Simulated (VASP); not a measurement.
Here is a VASP 6.6.1 calculation.

File POSCAR:

```
Hf4Ir11
1.0
    7.8520000000      0.0000000000      0.0000000000
    0.0000000000      7.8520000000      0.0000000000
    0.0000000000      0.0000000000      3.9260000000
Hf Ir
4 11
Direct
    0.0000000000      0.0000000000      0.0000000000
    0.0000000000      0.5000000000      0.0000000000
    0.5000000000      0.0000000000      0.0000000000
    0.5000000000      0.5000000000      0.0000000000
    0.0000000000      0.2500000000      0.5000000000
    0.2500000000      0.0000000000      0.5000000000
    0.0000000000      0.7500000000      0.5000000000
    0.2500000000      0.5000000000      0.5000000000
    0.2500000000      0.7500000000      0.0000000000
    0.5000000000      0.2500000000      0.5000000000
    0.7500000000      0.0000000000      0.5000000000
    0.7500000000      0.2500000000      0.0000000000
    0.5000000000      0.7500000000      0.5000000000
    0.7500000000      0.5000000000      0.5000000000
    0.7500000000      0.7500000000      0.0000000000
```

INCAR.step1

```
SYSTEM = Hf4Ir11
PREC = Accurate ; ENCUT = 500
ISMEAR = -1 ; SIGMA = 0.1
LREAL = .FALSE. ; LASPH = .TRUE.
NELM = 120 ; GGA = PE
ALGO = Normal ; EDIFF = 1E-5
LWAVE = .TRUE. ; LCHARG = .FALSE.
GGA_COMPAT = .FALSE. ; IBRION = 2
EDIFFG = -0.01 ; NELMIN = 4
NSW = 100 ; KPAR = 4
```

File INCAR.step2:

```
SYSTEM = Hf4Ir11
PREC = Accurate ; ENCUT = 500
EDIFF = 1E-7 ; ISMEAR = -1
SIGMA = 0.1 ; LREAL = .FALSE.
LASPH = .TRUE. ; NELM = 120
ALGO = Normal ; ISIF = 2
LWAVE = .FALSE. ; LCHARG = .FALSE.
METAGGA = R2SCAN ; LMIXTAU = .TRUE.
IBRION = 2 ; NSW = 60
EDIFFG = -0.02 ; ISTART = 1
GGA_COMPAT = .FALSE. ; NELMIN = 4
KPAR = 4
```

KPOINTS

```
Automatic mesh
0
G
  2 2 4
  0 0 0
```

Potentials or basis: VASP PAW PBE potentials, release 64 (Hf_pv, Ir).

Launch:

```console
$ cat potpaw_PBE.64/Hf_pv/POTCAR potpaw_PBE.64/Ir/POTCAR > POTCAR
$ cp INCAR.step1 INCAR
$ mpirun -np 4 vasp_std > vasp.out
$ cp INCAR.step2 INCAR
$ mpirun -np 4 vasp_std > vasp.out
```

(1) What does it give for the band gap on the k mesh?

(2) What does it give for the energy gained by relaxing?

Answers

(1) zero (an odd number of electrons rules out a gap without spin polarisation).

(2) 7.4 meV/atom.

Caveat: the k points lie up to 0.40 Å⁻¹ apart, too coarse for converged energies and pressures of a metal; spin-orbit coupling is left out, which moves the levels of the heavy elements.
